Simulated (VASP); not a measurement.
# CoO in VASP: further runs

CoO is run at these levels: PBEsol; tasks: single point.

All numbers are computed with VASP 6.6.1; they aren't measurements. Logs are shortened: lines on timing, memory, paths and dates and some standing lists are left out, and cuts for length are marked.

### Step 1. The cell of the first run

The typed cell holds 2 atoms: a = 2.984 Å, b = 2.984 Å, c = 2.984 Å, α = 60.01°, β = 60.01°, γ = 60.01°.

### Step 2. Single point, PBEsol, collinear spin, ferromagnetic start

INCAR

```
PREC     = Accurate       # precision mode
ENCUT    = 520            # plane-wave cutoff, eV
EDIFF    = 1E-6           # SCF threshold, eV
ISMEAR   = -1             # smearing method
SIGMA    = 0.05           # smearing width, eV
LREAL    = F              # projectors in reciprocal space
LASPH    = T              # aspherical terms in the spheres
NELM     = 150            # most SCF steps
ALGO     = Normal         # electronic algorithm
ISIF     = 2              # what is computed and relaxed
LWAVE    = F              # write WAVECAR
LCHARG   = F              # write CHGCAR
ISPIN    = 2              # spin polarisation
MAGMOM   = 2 0            # initial moments
LORBIT   = 11             # projections on sites
LMAXMIX  = 4              # l up to which the mixer works
GGA      = PS             # functional
NBANDS   = 18             # bands
```

KPOINTS

```
Automatic mesh
0
Gamma
  10 10 10
```

POSCAR

```
CoO
1.0
    1.4919056142      0.8613521080      2.4359892419
   -1.4919056142      0.8613521080      2.4359892419
    0.0000000000     -1.7227042159      2.4359892419
Co O
1 1
Direct
    1.0000086141      1.0000086141      1.0000086141
    0.7499907359      0.7499907359      0.7499907359
```

Potentials or basis: VASP PAW PBE potentials, release 64 (Co, O).

Launch:

```sh
cat potpaw_PBE.64/Co/POTCAR potpaw_PBE.64/O/POTCAR > POTCAR
mpirun -np 1 vasp_std > vasp.out
```

OUTCAR:

```text
PREC = Accurate
   ENCUT = 520
   EDIFF = 1E-6
   ISMEAR = -1
   LREAL = F
   LASPH = T
   NELM = 150
   ISIF = 2
   ISPIN = 2
   LORBIT = 11
   GGA = PS

 ion  position               nearest neighbor table
   1  0.000  0.000  0.000-   2 1.83   2 1.83   2 1.83   2 1.83
   2  0.750  0.750  0.750-   1 1.83   1 1.83   1 1.83   1 1.83

  LATTYP: Found a trigonal (rhomboedric) cell.
 ALAT       =     2.9835806345
 COS(alpha) =     0.4999227094

  Lattice vectors:

 A1 = (   1.4919056142,   0.8613521080,   2.4359892419)
 A2 = (  -1.4919056142,   0.8613521080,   2.4359892419)
 A3 = (   0.0000000000,  -1.7227042159,   2.4359892419)

Analysis of symmetry for initial positions (statically):
=====================================================================
 Subroutine PRICEL returns:
 Original cell was already a primitive cell.

 Routine SETGRP: Setting up the symmetry group for a
 trigonal (rhombohedral) supercell.

 Subroutine GETGRP returns: Found  6 space group operations
 (whereof  6 operations were pure point group operations)
 out of a pool of 12 trial point group operations.

The static configuration has the point symmetry C_3v.

Analysis of symmetry for dynamics (positions and initial velocities):
=====================================================================
 Subroutine PRICEL returns:
 Original cell was already a primitive cell.

 Routine SETGRP: Setting up the symmetry group for a
 trigonal (rhombohedral) supercell.

 Subroutine GETGRP returns: Found  6 space group operations
 (whereof  6 operations were pure point group operations)
 out of a pool of 12 trial point group operations.

The dynamic configuration has the point symmetry C_3v.

Analysis of structural, dynamic, and magnetic symmetry:
=====================================================================
 Subroutine PRICEL returns:
 Original cell was already a primitive cell.

 Routine SETGRP: Setting up the symmetry group for a
 trigonal (rhombohedral) supercell.

 Subroutine GETGRP returns: Found  6 space group operations
 (whereof  6 operations were pure point group operations)
 out of a pool of 12 trial point group operations.

The overall configuration has the point symmetry C_3v.

 Subroutine INISYM returns: Found  6 space group operations
 (whereof  6 operations are pure point group operations),
 and found     1 'primitive' translations

----------------------------------------------------------------------------------------

                                     Primitive cell

  volume of cell :      18.7823

  direct lattice vectors                    reciprocal lattice vectors
     1.491905614  0.861352108  2.435989242     0.335141845  0.193494234  0.136836948
    -1.491905614  0.861352108  2.435989242    -0.335141845  0.193494234  0.136836948
     0.000000000 -1.722704216  2.435989242     0.000000000 -0.386988469  0.136836948

  length of vectors
     2.983580634  2.983580634  2.983580634     0.410468544  0.410468544  0.410468544

  position of ions in fractional coordinates (direct lattice)
     0.000008614  0.000008614  0.000008614
     0.749990736  0.749990736  0.749990736

  ion indices of the primitive-cell ions
   primitive index   ion index
                 1           1
                 2           2

----------------------------------------------------------------------------------------

 KPOINTS: Automatic mesh

Automatic generation of k-mesh.
 Grid dimensions read from file:
 generate k-points for:   10   10   10

 Generating k-lattice:

  Cartesian coordinates                     Fractional coordinates (reciprocal lattice)
     0.033514184  0.019349423  0.013683695     0.100000000  0.000000000 -0.000000000
    -0.033514184  0.019349423  0.013683695     0.000000000  0.100000000 -0.000000000
     0.000000000 -0.038698847  0.013683695     0.000000000  0.000000000  0.100000000

  Length of vectors
     0.041046854  0.041046854  0.041046854

  Shift w.r.t. Gamma in fractional coordinates (k-lattice)
     0.000000000  0.000000000  0.000000000

 Subroutine IBZKPT returns following result:
 ===========================================

 Found    116 irreducible k-points:

 Following reciprocal coordinates:
            Coordinates               Weight
  0.000000  0.000000  0.000000      1.000000
  0.100000 -0.000000  0.000000      6.000000
  0.200000 -0.000000  0.000000      6.000000
  0.300000  0.000000  0.000000      6.000000
  0.400000  0.000000  0.000000      6.000000
  0.500000  0.000000  0.000000      3.000000
[... 16 lines left out ...]
  0.300000  0.300000  0.000000      6.000000
  0.400000  0.300000  0.000000     12.000000
 [... further k-points ...]
   k-points           NKPTS =    116   k-points in BZ     NKDIM =    116   number of bands    NBANDS=     18
   number of dos      NEDOS =    301   number of ions     NIONS =      2
   total plane-waves  NPLWV =  13824
   dimension x,y,z NGX =    24 NGY =   24 NGZ =   24
   dimension x,y,z NGXF=    48 NGYF=   48 NGZF=   48
   ions per type =               1   1
   NGX,Y,Z   is equivalent  to a cutoff of  13.37, 13.37, 13.37 a.u.
   NGXF,Y,Z  is equivalent  to a cutoff of  26.75, 26.75, 26.75 a.u.
 SYSTEM =  unknown system
   PREC   = accura    normal or accurate (medium, high low for compatibility)
   ISTART =      0    job   : 0-new  1-cont  2-samecut
   ICHARG =      2    charge: 1-file 2-atom 10-const
   ISPIN  =      2    spin polarized calculation?
   LNONCOLLINEAR =      F non collinear calculations
   LSORBIT =      F    spin-orbit coupling
   LASPH  =      T    aspherical Exc in radial PAW
   ENCUT  =  520.0 eV  38.22 Ry    6.18 a.u.   5.55  5.55  5.55*2*pi/ulx,y,z
   NELM   =    150;   NELMIN=  2; NELMDL= -5     # of ELM steps
   EDIFF  = 0.1E-05   stopping-criterion for ELM
   LREAL  =      F    real-space projection
[... 7 lines left out ...]
   TEBEG  =    0.0;   TEEND  =   0.0 temperature during run
   PSTRESS=    0.0 pullay stress
   NELECT =      15.0000    total number of electrons
   NUPDOWN=      -1.0000    fix difference up-down
   EMIN   =  10.00;   EMAX   =-10.00  energy-range for DOS
   EFERMI =   0.00;   METHOD = LEGACY
   ISMEAR =    -1;   SIGMA  =   0.05  broadening in eV -4-tet -1-fermi 0-gaus
   EFERMI_NEDOS =   21; number of points for ismear=-14 and -15
   IALGO  =     38    algorithm
   IMIX   =      4    mixing-type and parameters
     AMIX     =   0.40;   BMIX     =  1.00
     AMIX_MAG =   1.60;   BMIX_MAG =  1.00
  volume/ion in A,a.u.               =       9.39        63.37
  Fermi-wavevector in a.u.,A,eV,Ry     =   1.518876  2.870260 31.388432  2.306985
  Thomas-Fermi vector in A             =   2.627938
   LORBIT       =     11    0 simple, 1 ext, 2 COOP (PROOUT), +10 PAW based schemes
   GGA     = PS    functional components
   LHFCALC =     F    Hartree Fock is set to
   AEXX    =    0.0000 exact exchange contribution
   IVDW    =     0    specifies the selected vdW correction
   LEPSILON=     F    determine dielectric tensor
   LRPA    =     F    only Hartree local field effects (RPA)
 spin polarized calculation
  energy-cutoff  :      520.00
  volume of cell :       18.78
 maximum number of plane-waves:       531
 NGX is ok and might be reduce to    24
   NGX = 11   NGY = 11   NGZ = 11

 number of electron      15.0000001 magnetization       1.6373867

 Free energy of the ion-electron system (eV)
  ---------------------------------------------------
  ext. energy  EPLUGINS =         0.00000000
  ---------------------------------------------------
  free energy    TOTEN  =       -14.18616215 eV

  energy without entropy =      -14.17383580  energy(sigma->0) =      -14.17999897

 E-fermi :   8.4779     XC(G=0): -12.6193

 val. band max:        8.4660429146   @ k =   0.3000   0.2000   0.1000
 cond. band min:       8.5355018975   @ k =   0.4000   0.2000   0.0000
 fundamental gap:      0.0694589828
 Fermi energy:         8.4778730798

 spin component 1

 k-point     1 :       0.0000    0.0000    0.0000
  band No.  band energies     occupation
      1     -13.2912      1.00000
      2       0.9628      1.00000
      3       0.9628      1.00000
      4       0.9636      1.00000
      5       6.3017      1.00000
      6       6.3017      1.00000
[... 10 lines left out ...]
     17      30.6247      0.00000
     18      33.4196      0.00000
[... 463 lines left out ...]
 k-point    24 :       0.4000    0.3000    0.0000
  band No.  band energies     occupation
      1     -12.3240      1.00000
      2      -0.2326      1.00000
      3       1.6376      1.00000
      4       1.6975      1.00000
      5       5.3402      1.00000
      6       6.6590      1.00000
[... 10 lines left out ...]
     17      38.0704      0.00000
     18      39.9584      0.00000

 [... further k-points ...]

 spin component 2

 k-point     1 :       0.0000    0.0000    0.0000
  band No.  band energies     occupation
      1     -13.0071      1.00000
      2       1.6540      1.00000
      3       1.6540      1.00000
      4       1.6548      1.00000
      5       7.3469      1.00000
      6       7.3469      1.00000
[... 10 lines left out ...]
     17      30.9981      0.00000
     18      33.7139      0.00000
[... 463 lines left out ...]
 k-point    24 :       0.4000    0.3000    0.0000
  band No.  band energies     occupation
      1     -12.0113      1.00000
      2       0.1570      1.00000
      3       2.1423      1.00000
      4       2.2231      1.00000
      5       6.5167      1.00000
      6       7.7597      1.00000
[... 10 lines left out ...]
     17      38.3601      0.00000
     18      40.2600      0.00000

 [... further k-points ...]

------------------------ aborting loop because EDIFF is reached ----------------------------------------

  FORCE on cell =-STRESS in cart. coord.  units (eV):
  Direction    XX          YY          ZZ          XY          YZ          ZX
  --------------------------------------------------------------------------------------
  -------------------------------------------------------------------------------------
  Total        2.3648748      2.3648748      2.3655760      0.0000000      0.0000000     -0.0000000
  in kB      201.7297972    201.7297972    201.7896124      0.0000000      0.0000000     -0.0000000
  external PRESSURE =     201.7497356 kB  Pullay stress =       0.0000000 kB

 VOLUME and BASIS-vectors are now :
 -----------------------------------------------------------------------------
  energy-cutoff  :      520.00
  volume of cell :       18.78
      direct lattice vectors                 reciprocal lattice vectors
     1.491905614  0.861352108  2.435989242     0.335141845  0.193494234  0.136836948
    -1.491905614  0.861352108  2.435989242    -0.335141845  0.193494234  0.136836948
     0.000000000 -1.722704216  2.435989242     0.000000000 -0.386988469  0.136836948

 POSITION                                       TOTAL-FORCE (eV/Angst)
 -----------------------------------------------------------------------------------
      0.00000      0.00000      0.00006         0.000000      0.000000      0.000026
      0.00000      0.00000      5.48091         0.000000     -0.000000     -0.000026
 -----------------------------------------------------------------------------------
    total drift:                                0.000000     -0.000000      0.000009

  FREE ENERGIE OF THE ION-ELECTRON SYSTEM (eV)
  ---------------------------------------------------
  free  energy   TOTEN  =       -14.1861621506 eV

  energy  without entropy=      -14.1738357994  energy(sigma->0) =      -14.17999897

 total charge

# of ion       s       p       d       tot
------------------------------------------
    1        0.424   0.643   7.430   8.496
    2        1.554   3.485   0.000   5.039
--------------------------------------------------
tot          1.978   4.128   7.430  13.535

 magnetization (x)

# of ion       s       p       d       tot
------------------------------------------
    1        0.006   0.045   1.400   1.451
    2        0.015   0.137   0.000   0.153
--------------------------------------------------
tot          0.021   0.183   1.400   1.604
```

Wall time 26 s (1 thread of Intel Xeon 6975P-C (Granite Rapids), shared host); peak memory 0.19 GiB.

What came out:

| Item | Value |
| --- | --- |
| Free energy | -14.1862 eV |
| Pressure | 20.2 GPa |
| Net moment | 1.64 μB per cell |
| Site moments | Co +1.45; O +0.15 μB |
| Valence electrons inside the program's atomic spheres | Co 8.50; O 5.04 |

Caveat: the cell stands under pressure; the PAW data sets were made with another functional, which shifts forces and pressure a little; a cell with one magnetic atom can't hold antiferromagnetic order, which such compounds often take; semilocal functionals often make such compounds metallic where correlation or magnetic order opens a gap, which also shifts bond lengths. With open d or f shells a metallic result of PBEsol can be an artefact of self-interaction; +U or a hybrid may open a gap.

(Continued in part 2 of 2.)
